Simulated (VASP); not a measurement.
# Pb (I4/mmm) in VASP: a series of runs

The runs below take Pb through single point, with PBE.

All numbers are computed with VASP 6.6.1; they aren't measurements. Logs are shortened: lines on timing, memory, paths and dates and some standing lists are left out, and cuts for length are marked.

**1. The cell of the first run**

The structure is tetragonal, space group I4/mmm (No. 139). Conventional cell: a = 3.112 Å, b = 3.112 Å, c = 6.223 Å, α = 90.00°, β = 90.00°, γ = 90.00°. Pb (site symmetry 4/mmm) has 12 Pb at 3.11 to 3.81 Å within 4.1 Å.

**2. Single point, PBE**

INCAR reads:

```
SYSTEM = Pb
PREC = Accurate
ENCUT = 520
EDIFF = 1E-6
ISMEAR = 0
SIGMA = 0.15
LREAL = .False.
LASPH = .True.
NELM = 100
ALGO = Fast
ISIF = 2
LWAVE = .False.
LCHARG = .False.
GGA = PE
NBANDS = 13
```

KPOINTS reads:

```
Automatic mesh
0
Gamma
  18 18 18
  0 0 0
```

POSCAR reads:

```
Pb
1.0
    0.0000000000      2.2004524241      3.1114397277
    2.2004524241      0.0000000000      3.1114397277
    2.2004524241      2.2004524241      0.0000000000
Pb
1
Direct
    0.0000000000      0.0000000000      0.0000000000
```

Potentials or basis: VASP PAW PBE potentials, release 64 (Pb_d).

The run is started by

```sh
> cat potpaw_PBE.64/Pb_d/POTCAR > POTCAR
> mpirun -np 1 vasp_std > vasp.out
```

OUTCAR:

```text
SYSTEM = Pb
   PREC = Accurate
   ENCUT = 520
   EDIFF = 1E-6
   ISMEAR = 0
   LREAL = .False.
   LASPH = .True.
   NELM = 100
   ISIF = 2
   GGA = PE

 ion  position               nearest neighbor table
   1  0.000  0.000  0.000-

  LATTYP: Found a body centered tetragonal cell.
 ALAT       =     3.1119096615
 C/A-ratio  =     1.9996979772

  Lattice vectors:

 A1 = (  -2.2004524241,   0.0000000000,   3.1114397277)
 A2 = (   2.2004524241,   0.0000000000,   3.1114397277)
 A3 = (   0.0000000000,   2.2004524241,  -3.1114397277)

Analysis of symmetry for initial positions (statically):
=====================================================================
 Subroutine PRICEL returns:
 Original cell was already a primitive cell.

 Routine SETGRP: Setting up the symmetry group for a
 body centered tetragonal supercell.

 Subroutine GETGRP returns: Found 16 space group operations
 (whereof 16 operations were pure point group operations)
 out of a pool of 16 trial point group operations.

The static configuration has the point symmetry D_4h.

Analysis of symmetry for dynamics (positions and initial velocities):
=====================================================================
 Subroutine PRICEL returns:
 Original cell was already a primitive cell.

 Routine SETGRP: Setting up the symmetry group for a
 body centered tetragonal supercell.

 Subroutine GETGRP returns: Found 16 space group operations
 (whereof 16 operations were pure point group operations)
 out of a pool of 16 trial point group operations.

The dynamic configuration has the point symmetry D_4h.

 Subroutine INISYM returns: Found 16 space group operations
 (whereof 16 operations are pure point group operations),
 and found     1 'primitive' translations

----------------------------------------------------------------------------------------

                                     Primitive cell

  volume of cell :      30.1311

  direct lattice vectors                    reciprocal lattice vectors
     0.000000000  2.200452424  3.111439728    -0.227225999  0.227225999  0.160697312
     2.200452424  0.000000000  3.111439728     0.227225999 -0.227225999  0.160697312
     2.200452424  2.200452424  0.000000000     0.227225999  0.227225999 -0.160697312

  length of vectors
     3.810911708  3.810911708  3.111909662     0.359286703  0.359286703  0.359286703

  position of ions in fractional coordinates (direct lattice)
     0.000000000  0.000000000  0.000000000

  ion indices of the primitive-cell ions
   primitive index   ion index
                 1           1

----------------------------------------------------------------------------------------

 KPOINTS: Automatic mesh

Automatic generation of k-mesh.
 Grid dimensions read from file:
 generate k-points for:   18   18   18

 Generating k-lattice:

  Cartesian coordinates                     Fractional coordinates (reciprocal lattice)
    -0.012623667  0.012623667  0.008927628     0.055555556 -0.000000000  0.000000000
     0.012623667 -0.012623667  0.008927628    -0.000000000  0.055555556  0.000000000
     0.012623667  0.012623667 -0.008927628     0.000000000  0.000000000  0.055555556

  Length of vectors
     0.019960372  0.019960372  0.019960372

  Shift w.r.t. Gamma in fractional coordinates (k-lattice)
     0.000000000  0.000000000  0.000000000

 Subroutine IBZKPT returns following result:
 ===========================================

 Found    480 irreducible k-points:

 Following reciprocal coordinates:
            Coordinates               Weight
  0.000000  0.000000  0.000000      1.000000
  0.055556 -0.000000  0.000000      8.000000
  0.111111 -0.000000  0.000000      8.000000
  0.166667 -0.000000  0.000000      8.000000
  0.222222 -0.000000  0.000000      8.000000
  0.277778  0.000000  0.000000      8.000000
[... 16 lines left out ...]
 -0.277778  0.055556  0.000000      8.000000
 -0.222222  0.055556  0.000000      8.000000
 [... further k-points ...]
   k-points           NKPTS =    480   k-points in BZ     NKDIM =    480   number of bands    NBANDS=     13
   number of dos      NEDOS =    301   number of ions     NIONS =      1
   total plane-waves  NPLWV =  18816
   dimension x,y,z NGX =    28 NGY =   28 NGZ =   24
   dimension x,y,z NGXF=    56 NGYF=   56 NGZF=   48
   ions per type =               1
   NGX,Y,Z   is equivalent  to a cutoff of  12.21, 12.21, 12.82 a.u.
   NGXF,Y,Z  is equivalent  to a cutoff of  24.43, 24.43, 25.64 a.u.
 SYSTEM =  Pb
   PREC   = accura    normal or accurate (medium, high low for compatibility)
   ISTART =      0    job   : 0-new  1-cont  2-samecut
   ICHARG =      2    charge: 1-file 2-atom 10-const
   ISPIN  =      1    spin polarized calculation?
   LNONCOLLINEAR =      F non collinear calculations
   LSORBIT =      F    spin-orbit coupling
   LASPH  =      T    aspherical Exc in radial PAW
   ENCUT  =  520.0 eV  38.22 Ry    6.18 a.u.   7.09  7.09  5.79*2*pi/ulx,y,z
   NELM   =    100;   NELMIN=  2; NELMDL= -5     # of ELM steps
   EDIFF  = 0.1E-05   stopping-criterion for ELM
   LREAL  =      F    real-space projection
   EDIFFG = 0.1E-04   stopping-criterion for IOM
   NSW    =      0    number of steps for IOM
   IBRION =     -1    ionic relax: 0-MD 1-quasi-New 2-CG
   NFREE  =      0    steps in history (QN), initial steepest desc. (CG)
   ISIF   =      2    stress and relaxation
   ISYM   =      2    0-nonsym 1-usesym 2-fastsym
   POTIM  = 0.5000    time-step for ionic-motion
   TEBEG  =    0.0;   TEEND  =   0.0 temperature during run
   PSTRESS=    0.0 pullay stress
   NELECT =      14.0000    total number of electrons
   NUPDOWN=      -1.0000    fix difference up-down
   EMIN   =  10.00;   EMAX   =-10.00  energy-range for DOS
   EFERMI =   0.00;   METHOD = LEGACY
   ISMEAR =     0;   SIGMA  =   0.15  broadening in eV -4-tet -1-fermi 0-gaus
   EFERMI_NEDOS =   21; number of points for ismear=-14 and -15
   IALGO  =     68    algorithm
   IMIX   =      4    mixing-type and parameters
     AMIX     =   0.40;   BMIX     =  1.00
     AMIX_MAG =   1.60;   BMIX_MAG =  1.00
  volume/ion in A,a.u.               =      30.13       203.33
  Fermi-wavevector in a.u.,A,eV,Ry     =   1.267980  2.396135 21.875082  1.607773
  Thomas-Fermi vector in A             =   2.401099
   LORBIT       =      0    0 simple, 1 ext, 2 COOP (PROOUT), +10 PAW based schemes
   GGA     = PE    functional components
   LHFCALC =     F    Hartree Fock is set to
   AEXX    =    0.0000 exact exchange contribution
   IVDW    =     0    specifies the selected vdW correction
   LEPSILON=     F    determine dielectric tensor
   LRPA    =     F    only Hartree local field effects (RPA)
 non-spin polarized calculation
 RMM-DIIS sequential band-by-band and
 Gauss-broadening in eV      SIGMA  =   0.15
  energy-cutoff  :      520.00
  volume of cell :       30.13
 maximum number of plane-waves:       828
   NGX = 15   NGY = 15   NGZ = 11

 number of electron      14.0000001 magnetization

 Free energy of the ion-electron system (eV)
  ---------------------------------------------------
  ext. energy  EPLUGINS =         0.00000000
  ---------------------------------------------------
  free energy    TOTEN  =        -3.37316889 eV

  energy without entropy =       -3.36630559  energy(sigma->0) =       -3.36973724

 E-fermi :   7.3332     XC(G=0): -10.1807

 val. band max:        7.3300172398   @ k =  -0.0556   0.5000   0.4444
 cond. band min:       7.3333632304   @ k =  -0.2222   0.2778   0.0556
 fundamental gap:      0.0033459906
 Fermi energy:         7.3331703836

 k-point     1 :       0.0000    0.0000    0.0000
  band No.  band energies     occupation
      1     -10.1785      2.00000
      2      -9.9022      2.00000
      3      -9.6010      2.00000
      4      -9.6010      2.00000
      5      -9.4327      2.00000
      6      -4.5795      2.00000
      7      12.0477      0.00000
      8      15.1588      0.00000
      9      15.1588      0.00000
     10      16.2322      0.00000
     11      18.2200      0.00000
     12      18.4882      0.00000
     13      20.0846      0.00000

 k-point     2 :       0.0556   -0.0000    0.0000
  band No.  band energies     occupation
      1     -10.1661      2.00000
      2      -9.8952      2.00000
      3      -9.6075      2.00000
      4      -9.5988      2.00000
      5      -9.4389      2.00000
      6      -4.5175      2.00000
      7      11.8788      0.00000
      8      14.4681      0.00000
      9      15.1899      0.00000
     10      16.5138      0.00000
     11      17.8071      0.00000
     12      18.3705      0.00000
     13      20.3147      0.00000

 k-point     3 :       0.1111   -0.0000    0.0000
  band No.  band energies     occupation
      1     -10.1334      2.00000
      2      -9.8723      2.00000
      3      -9.6258      2.00000
      4      -9.5924      2.00000
      5      -9.4567      2.00000
      6      -4.3309      2.00000
      7      11.4068      0.00000
      8      13.0931      0.00000
      9      15.2813      0.00000
     10      16.6566      0.00000
     11      17.4619      0.00000
     12      18.3790      0.00000
     13      20.5417      0.00000
[... 305 lines left out ...]
 k-point    23 :      -0.2778    0.0556    0.0000
  band No.  band energies     occupation
      1     -10.0165      2.00000
      2      -9.7822      2.00000
      3      -9.5933      2.00000
      4      -9.5691      2.00000
      5      -9.5450      2.00000
      6      -2.5647      2.00000
      7       6.5147      2.00000
      8      10.4505      0.00000
      9      14.2886      0.00000
     10      16.4464      0.00000
     11      18.9312      0.00000
     12      20.1859      0.00000
     13      21.3313      0.00000

 k-point    24 :      -0.2222    0.0556    0.0000
  band No.  band energies     occupation
      1     -10.0317      2.00000
      2      -9.7492      2.00000
      3      -9.6549      2.00000
      4      -9.5718      2.00000
      5      -9.5465      2.00000
      6      -3.1977      2.00000
      7       8.0921      0.00000
      8      11.0106      0.00000
      9      14.6323      0.00000
     10      16.2215      0.00000
     11      18.8315      0.00000
     12      19.0042      0.00000
     13      20.9685      0.00000

 [... further k-points ...]
[... 5 lines left out ...]
  --------------------------------------------------------------------------------------
  -------------------------------------------------------------------------------------
  Total        1.6162849      1.6162849     -0.3008412      0.0000000      0.0000000      0.0000000
  in kB       85.9435216     85.9435216    -15.9967782      0.0000000      0.0000000      0.0000000
  external PRESSURE =      51.9634217 kB  Pullay stress =       0.0000000 kB

 VOLUME and BASIS-vectors are now :
 -----------------------------------------------------------------------------
  energy-cutoff  :      520.00
  volume of cell :       30.13
      direct lattice vectors                 reciprocal lattice vectors
     0.000000000  2.200452424  3.111439728    -0.227225999  0.227225999  0.160697312
     2.200452424  0.000000000  3.111439728     0.227225999 -0.227225999  0.160697312
     2.200452424  2.200452424  0.000000000     0.227225999  0.227225999 -0.160697312

 POSITION                                       TOTAL-FORCE (eV/Angst)
 -----------------------------------------------------------------------------------
      0.00000      0.00000      0.00000        -0.000000     -0.000000      0.000000
 -----------------------------------------------------------------------------------
    total drift:                                0.000000     -0.000000     -0.000000

  FREE ENERGIE OF THE ION-ELECTRON SYSTEM (eV)
  ---------------------------------------------------
  free  energy   TOTEN  =        -3.3731688922 eV

  energy  without entropy=       -3.3663055865  energy(sigma->0) =       -3.36973724
```

Wall time 1.8 min (1 thread of Intel Xeon 6975P-C, shared host); peak memory 0.29 GiB.

What came out:

| Quantity | Value |
| --- | --- |
| Free energy | -3.3732 eV |
| Pressure | 5.2 GPa |
| Band gap on the k mesh | zero (band 7 reaches 12.14 eV, above the bottom of band 8 at 5.12 eV) |

Stress tensor (GPa, compression positive):
```
 8.59  0.00  0.00
 0.00  8.59  0.00
 0.00  0.00 -1.60
```

Caveat: spin-orbit coupling is left out, which moves the levels of the heavy elements.

**3. Single point, PBE**

This run uses another cell than the first one, of the same volume but with other edges.

INCAR reads:

```
SYSTEM = Pb
  PREC = Accurate
  ENCUT = 520
  EDIFF = 1E-7
  ISMEAR = 0
  SIGMA = 0.15
  LREAL = .FALSE.
  LASPH = .TRUE.
  NELM = 80
  ALGO = Fast
  ISIF = 2
  LWAVE = .FALSE.
  LCHARG = .TRUE.
  GGA = PE
  LELF = .TRUE.
  LVHAR = .TRUE.
  NBANDS = 13
```

KPOINTS reads:

```
regular mesh
0
G
  18 18 18
  0 0 0
```

POSCAR reads:

```
Pb
1.0
    0.0000000000      2.6072868307      2.2161938061
    2.6072868307      0.0000000000      2.2161938061
    2.6072868307      2.6072868307      0.0000000000
Pb
1
Direct
    0.0000000000      0.0000000000      0.0000000000
```

Potentials or basis: VASP PAW PBE potentials, release 64 (Pb_d).

The run is started by

```sh
> cat potpaw_PBE.64/Pb_d/POTCAR > POTCAR
> mpirun -np 1 vasp_std > vasp.out
```

It took 2.8 min on 1 thread of Intel Xeon 6975P-C, shared host; peak memory 0.3 GiB.

The run converged. Its results:

* Free energy: -3.5369 eV
* Pressure: 2.7 GPa
* Band gap on the k mesh: zero (band 7 reaches 14.69 eV, above the bottom of band 8 at 5.48 eV)

Stress tensor (GPa, compression positive):
```
2.26 0.00 0.00
0.00 2.26 0.00
0.00 0.00 3.62
```

Levels at points of the mesh, in eV from the Fermi level:
```tsv
k point	band 3	band 4	band 5	band 6	band 7	band 8	band 9	band 10	band 11	band 12
(0.00, 0.00, 0.00)	-17.07	-17.00	-16.91	-11.83	7.30	7.61	7.61	10.02	11.54	12.64
(0.50, 0.00, 0.00)	-17.02	-16.88	-16.80	-8.12	-4.24	4.40	5.99	8.63	10.03	10.52
(0.50, 0.50, 0.00)	-16.84	-16.79	-16.79	-5.67	-2.23	0.78	0.78	4.45	5.56	17.00
(0.50, 0.00, 0.50)	-16.87	-16.86	-16.76	-7.31	-3.74	2.40	3.34	6.16	7.45	16.92
```

Caveat: spin-orbit coupling is left out, which moves the levels of the heavy elements.

(Part 1 of 2 ends here.)
